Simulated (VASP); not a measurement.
# MgS (a.bB) (Fm-3m) in VASP: single point with PBEsol

Aim: the single point of MgS (a.bB) with PBEsol.

Everything below comes from runs of VASP 6.6.1. Logs are shortened: lines on timing, memory, paths and dates and some standing lists are left out, and cuts for length are marked.

## Step 1: The cell of the first run

The structure is cubic, space group Fm-3m (No. 225). Conventional cell: a = 5.182 Å, b = 5.182 Å, c = 5.182 Å, α = 90.00°, β = 90.00°, γ = 90.00°. Mg (site symmetry m-3m) has 6 S at 2.59 Å within 3.4 Å. S (site symmetry m-3m) has 6 Mg at 2.59 Å within 3.4 Å.

## Step 2: Single point, PBEsol

File INCAR:

```
PREC     = Accurate       # precision mode
ENCUT    = 600            # plane-wave cutoff, eV
EDIFF    = 1E-6           # SCF threshold, eV
ISMEAR   = 0              # smearing method
SIGMA    = 0.02           # smearing width, eV
LREAL    = F              # projectors in reciprocal space
LASPH    = T              # aspherical terms in the spheres
NELM     = 120            # most SCF steps
ALGO     = Normal         # electronic algorithm
ISIF     = 2              # what is computed and relaxed
LWAVE    = F              # write WAVECAR
LCHARG   = T              # write CHGCAR
GGA      = PS             # functional
LELF     = T              # ELF
LVHAR    = T            
NBANDS   = 11             # bands
GGA_COMPAT= F
```

File KPOINTS:

```
regular mesh
0
Gamma
  8 8 8
```

File POSCAR:

```
MgS
1.0
    0.0000000000      2.5909111762      2.5909111762
    2.5909111762      0.0000000000      2.5909111762
    2.5909111762      2.5909111762      0.0000000000
Mg S
1 1
Direct
    0.0000000000      0.0000000000      0.0000000000
    0.5000000000      0.5000000000      0.5000000000
```

Potentials or basis: VASP PAW PBE potentials, release 64 (Mg, S).

Started as:

```console
cat potpaw_PBE.64/Mg/POTCAR potpaw_PBE.64/S/POTCAR > POTCAR
mpirun -np 1 vasp_std > vasp.out
```

OUTCAR:

```text
PREC = Accurate
   ENCUT = 600
   EDIFF = 1E-6
   ISMEAR = 0
   LREAL = F
   LASPH = T
   NELM = 120
   ISIF = 2
   GGA = PS

 ion  position               nearest neighbor table
   1  0.000  0.000  0.000-   2 2.59   2 2.59   2 2.59   2 2.59   2 2.59   2 2.59
   2  0.500  0.500  0.500-   1 2.59   1 2.59   1 2.59   1 2.59   1 2.59   1 2.59

  LATTYP: Found a face centered cubic cell.
 ALAT       =     5.1818223524

  Lattice vectors:

 A1 = (   0.0000000000,   2.5909111762,   2.5909111762)
 A2 = (   2.5909111762,   0.0000000000,   2.5909111762)
 A3 = (   2.5909111762,   2.5909111762,   0.0000000000)

Analysis of symmetry for initial positions (statically):
=====================================================================
 Subroutine PRICEL returns:
 Original cell was already a primitive cell.

 Routine SETGRP: Setting up the symmetry group for a
 face centered cubic supercell.

 Subroutine GETGRP returns: Found 48 space group operations
 (whereof 48 operations were pure point group operations)
 out of a pool of 48 trial point group operations.

The static configuration has the point symmetry O_h .

Analysis of symmetry for dynamics (positions and initial velocities):
=====================================================================
 Subroutine PRICEL returns:
 Original cell was already a primitive cell.

 Routine SETGRP: Setting up the symmetry group for a
 face centered cubic supercell.

 Subroutine GETGRP returns: Found 48 space group operations
 (whereof 48 operations were pure point group operations)
 out of a pool of 48 trial point group operations.

The dynamic configuration has the point symmetry O_h .

 Subroutine INISYM returns: Found 48 space group operations
 (whereof 48 operations are pure point group operations),
 and found     1 'primitive' translations

----------------------------------------------------------------------------------------

                                     Primitive cell

  volume of cell :      34.7846

  direct lattice vectors                    reciprocal lattice vectors
     0.000000000  2.590911176  2.590911176    -0.192982301  0.192982301  0.192982301
     2.590911176  0.000000000  2.590911176     0.192982301 -0.192982301  0.192982301
     2.590911176  2.590911176  0.000000000     0.192982301  0.192982301 -0.192982301

  length of vectors
     3.664101724  3.664101724  3.664101724     0.334255150  0.334255150  0.334255150

  position of ions in fractional coordinates (direct lattice)
     0.000000000  0.000000000  0.000000000
     0.500000000  0.500000000  0.500000000

  ion indices of the primitive-cell ions
   primitive index   ion index
                 1           1
                 2           2

----------------------------------------------------------------------------------------

 KPOINTS: regular mesh

Automatic generation of k-mesh.
 Grid dimensions read from file:
 generate k-points for:    8    8    8

 Generating k-lattice:

  Cartesian coordinates                     Fractional coordinates (reciprocal lattice)
    -0.024122788  0.024122788  0.024122788     0.125000000  0.000000000  0.000000000
     0.024122788 -0.024122788  0.024122788     0.000000000  0.125000000  0.000000000
     0.024122788  0.024122788 -0.024122788     0.000000000  0.000000000  0.125000000

  Length of vectors
     0.041781894  0.041781894  0.041781894

  Shift w.r.t. Gamma in fractional coordinates (k-lattice)
     0.000000000  0.000000000  0.000000000

 Subroutine IBZKPT returns following result:
 ===========================================

 Found     29 irreducible k-points:

 Following reciprocal coordinates:
            Coordinates               Weight
  0.000000  0.000000  0.000000      1.000000
  0.125000  0.000000  0.000000      8.000000
  0.250000  0.000000  0.000000      8.000000
  0.375000  0.000000  0.000000      8.000000
  0.500000  0.000000  0.000000      4.000000
  0.125000  0.125000  0.000000      6.000000
[... 16 lines left out ...]
  0.500000  0.250000  0.125000     48.000000
 -0.375000  0.250000  0.125000     24.000000
 [... further k-points ...]
   k-points           NKPTS =     29   k-points in BZ     NKDIM =     29   number of bands    NBANDS=     11
   number of dos      NEDOS =    301   number of ions     NIONS =      2
   total plane-waves  NPLWV =  27000
   dimension x,y,z NGX =    30 NGY =   30 NGZ =   30
   dimension x,y,z NGXF=    60 NGYF=   60 NGZF=   60
   ions per type =               1   1
   NGX,Y,Z   is equivalent  to a cutoff of  13.61, 13.61, 13.61 a.u.
   NGXF,Y,Z  is equivalent  to a cutoff of  27.22, 27.22, 27.22 a.u.
 SYSTEM =  unknown system
   PREC   = accura    normal or accurate (medium, high low for compatibility)
   ISTART =      0    job   : 0-new  1-cont  2-samecut
   ICHARG =      2    charge: 1-file 2-atom 10-const
   ISPIN  =      1    spin polarized calculation?
   LNONCOLLINEAR =      F non collinear calculations
   LSORBIT =      F    spin-orbit coupling
   LASPH  =      T    aspherical Exc in radial PAW
   ENCUT  =  600.0 eV  44.10 Ry    6.64 a.u.   7.32  7.32  7.32*2*pi/ulx,y,z
   NELM   =    120;   NELMIN=  2; NELMDL= -5     # of ELM steps
   EDIFF  = 0.1E-05   stopping-criterion for ELM
   LREAL  =      F    real-space projection
   EDIFFG = 0.1E-04   stopping-criterion for IOM
   NSW    =      0    number of steps for IOM
   IBRION =     -1    ionic relax: 0-MD 1-quasi-New 2-CG
   NFREE  =      0    steps in history (QN), initial steepest desc. (CG)
   ISIF   =      2    stress and relaxation
   ISYM   =      2    0-nonsym 1-usesym 2-fastsym
   POTIM  = 0.5000    time-step for ionic-motion
   TEBEG  =    0.0;   TEEND  =   0.0 temperature during run
   PSTRESS=    0.0 pullay stress
   NELECT =       8.0000    total number of electrons
   NUPDOWN=      -1.0000    fix difference up-down
   EMIN   =  10.00;   EMAX   =-10.00  energy-range for DOS
   EFERMI =   0.00;   METHOD = LEGACY
   ISMEAR =     0;   SIGMA  =   0.02  broadening in eV -4-tet -1-fermi 0-gaus
   EFERMI_NEDOS =   21; number of points for ismear=-14 and -15
   IALGO  =     38    algorithm
   IMIX   =      4    mixing-type and parameters
     AMIX     =   0.40;   BMIX     =  1.00
     AMIX_MAG =   1.60;   BMIX_MAG =  1.00
  volume/ion in A,a.u.               =      17.39       117.37
  Fermi-wavevector in a.u.,A,eV,Ry     =   1.003019  1.895430 13.688090  1.006046
  Thomas-Fermi vector in A             =   2.135543
   LORBIT       =      0    0 simple, 1 ext, 2 COOP (PROOUT), +10 PAW based schemes
   GGA     = PS    functional components
   LHFCALC =     F    Hartree Fock is set to
   AEXX    =    0.0000 exact exchange contribution
   IVDW    =     0    specifies the selected vdW correction
   LEPSILON=     F    determine dielectric tensor
   LRPA    =     F    only Hartree local field effects (RPA)
 non-spin polarized calculation
 Gauss-broadening in eV      SIGMA  =   0.02
  energy-cutoff  :      600.00
  volume of cell :       34.78
 maximum number of plane-waves:      1211
 NGX is ok and might be reduce to    30
   NGX = 15   NGY = 15   NGZ = 15

 number of electron       8.0000000 magnetization

 Free energy of the ion-electron system (eV)
  ---------------------------------------------------
  ext. energy  EPLUGINS =         0.00000000
  ---------------------------------------------------
  free energy    TOTEN  =        -9.07550680 eV

  energy without entropy =       -9.07550680  energy(sigma->0) =       -9.07550680

 E-fermi :   3.9555     XC(G=0):  -9.8881

 val. band max:        3.7869709516   @ k =   0.0000   0.0000   0.0000
 cond. band min:       6.5165410102   @ k =   0.5000   0.5000   0.0000
 fundamental gap:      2.7295700586
 Fermi energy:         3.9555118246

 k-point     1 :       0.0000    0.0000    0.0000
  band No.  band energies     occupation
      1      -8.9679      2.00000
      2       3.7870      2.00000
      3       3.7870      2.00000
      4       3.7870      2.00000
      5       7.4775      0.00000
      6      11.6326      0.00000
      7      11.6326      0.00000
      8      11.6326      0.00000
      9      14.1115      0.00000
     10      14.1115      0.00000
     11      16.1123      0.00000

 k-point     2 :       0.1250    0.0000    0.0000
  band No.  band energies     occupation
      1      -8.8121      2.00000
      2       2.7091      2.00000
      3       3.6812      2.00000
      4       3.6812      2.00000
      5       8.2826      0.00000
      6      11.3143      0.00000
      7      11.8907      0.00000
      8      11.8907      0.00000
      9      13.4667      0.00000
     10      13.4667      0.00000
     11      16.4421      0.00000

 k-point     3 :       0.2500    0.0000    0.0000
  band No.  band energies     occupation
      1      -8.3894      2.00000
      2       0.9065      2.00000
      3       3.4516      2.00000
      4       3.4516      2.00000
      5       8.6617      0.00000
      6      11.5391      0.00000
      7      11.5391      0.00000
      8      12.0690      0.00000
      9      14.0256      0.00000
     10      14.0256      0.00000
     11      15.6312      0.00000

 k-point     4 :       0.3750    0.0000    0.0000
  band No.  band energies     occupation
      1      -7.8699      2.00000
      2      -0.5767      2.00000
      3       3.2502      2.00000
      4       3.2502      2.00000
      5       8.3521      0.00000
      6      10.8748      0.00000
      7      10.8748      0.00000
      8      13.6302      0.00000
      9      15.2700      0.00000
     10      16.0095      0.00000
     11      16.0095      0.00000
[... 239 lines left out ...]
 k-point    22 :       0.3750    0.2500    0.1250
  band No.  band energies     occupation
      1      -8.0574      2.00000
      2       0.6376      2.00000
      3       2.2751      2.00000
      4       3.0844      2.00000
      5       9.5690      0.00000
      6      10.1444      0.00000
      7      10.8128      0.00000
      8      12.9758      0.00000
      9      13.8611      0.00000
     10      16.7565      0.00000
     11      18.6503      0.00000

 k-point    23 :       0.5000    0.2500    0.1250
  band No.  band energies     occupation
      1      -7.6172      2.00000
      2      -0.2317      2.00000
      3       1.7194      2.00000
      4       2.7603      2.00000
      5       9.3659      0.00000
      6      10.0916      0.00000
      7      11.5274      0.00000
      8      12.7659      0.00000
      9      15.4333      0.00000
     10      18.0453      0.00000
     11      18.6577      0.00000

 k-point    24 :      -0.3750    0.2500    0.1250
  band No.  band energies     occupation
      1      -7.4053      2.00000
      2      -0.6402      2.00000
      3       1.5718      2.00000
      4       2.5946      2.00000
      5       9.3192      0.00000
      6       9.8018      0.00000
      7      12.1722      0.00000
      8      13.1778      0.00000
      9      16.0024      0.00000
     10      17.1068      0.00000
     11      19.2805      0.00000

 [... further k-points ...]
[... 5 lines left out ...]
  --------------------------------------------------------------------------------------
  -------------------------------------------------------------------------------------
  Total       -0.0397264     -0.0397264     -0.0397264     -0.0000000      0.0000000      0.0000000
  in kB       -1.8297947     -1.8297947     -1.8297947     -0.0000000      0.0000000      0.0000000
  external PRESSURE =      -1.8297947 kB  Pullay stress =       0.0000000 kB

 VOLUME and BASIS-vectors are now :
 -----------------------------------------------------------------------------
  energy-cutoff  :      600.00
  volume of cell :       34.78
      direct lattice vectors                 reciprocal lattice vectors
     0.000000000  2.590911176  2.590911176    -0.192982301  0.192982301  0.192982301
     2.590911176  0.000000000  2.590911176     0.192982301 -0.192982301  0.192982301
     2.590911176  2.590911176  0.000000000     0.192982301  0.192982301 -0.192982301

 POSITION                                       TOTAL-FORCE (eV/Angst)
 -----------------------------------------------------------------------------------
      0.00000      0.00000      0.00000         0.000000     -0.000000      0.000000
      2.59091      2.59091      2.59091        -0.000000      0.000000     -0.000000
 -----------------------------------------------------------------------------------
    total drift:                               -0.000000     -0.000000      0.000000

  FREE ENERGIE OF THE ION-ELECTRON SYSTEM (eV)
  ---------------------------------------------------
  free  energy   TOTEN  =        -9.0755067955 eV

  energy  without entropy=       -9.0755067955  energy(sigma->0) =       -9.07550680
```

It took 12 s on 1 thread of AMD EPYC 9R45 (Zen 5), shared host; peak memory 0.13 GiB.

What came out:

```yaml
Free_energy: -9.0755 eV
Pressure: -0.2 GPa
Band_gap_on_the_k_mesh: 2.73 eV, indirect (least direct gap 3.69 eV)
```

Caveat: the PAW data sets were made with another functional, which shifts forces and pressure a little. A k mesh can miss the band edges.
